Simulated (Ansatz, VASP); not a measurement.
Two plane-wave programs on SiC

```xyz
4
Lattice="3.0759 0.0000 0.0000 -1.5379 2.6638 0.0000 0.0000 0.0000 5.0475" Properties=species:S:1:pos:R:3 pbc="T T T"
Si    0.0000    1.7758    0.0231
Si    1.5379    0.8879    2.5469
C     0.0000    1.7758    1.9201
C     1.5379    0.8879    4.4439
```

Alike in both runs: functional PBEsol; k mesh 12 × 12 × 4; no spin polarisation.

Ansatz relaxed the structure, and its values are those at the end. VASP's run is a single point on that final structure, the one shown.

|  | VASP | Ansatz |
| --- | --- | --- |
| version | VASP 6.6.1 | Ansatz 0.2.0 |
| potentials or method | VASP PAW PBE potentials, release 64 (Si, C), cutoff 520 eV | plane waves, PAW |
| occupations | fermi-dirac, width 0.1 eV | fermi-dirac |
| valence electrons in the cell | 16 | 16 |

|  | VASP | Ansatz | Ansatz less VASP |
| --- | --- | --- | --- |
| pressure (GPa) | 0.4 | 0.0 | -0.35 |

VASP's potentials were made for PBE, not for PBEsol.
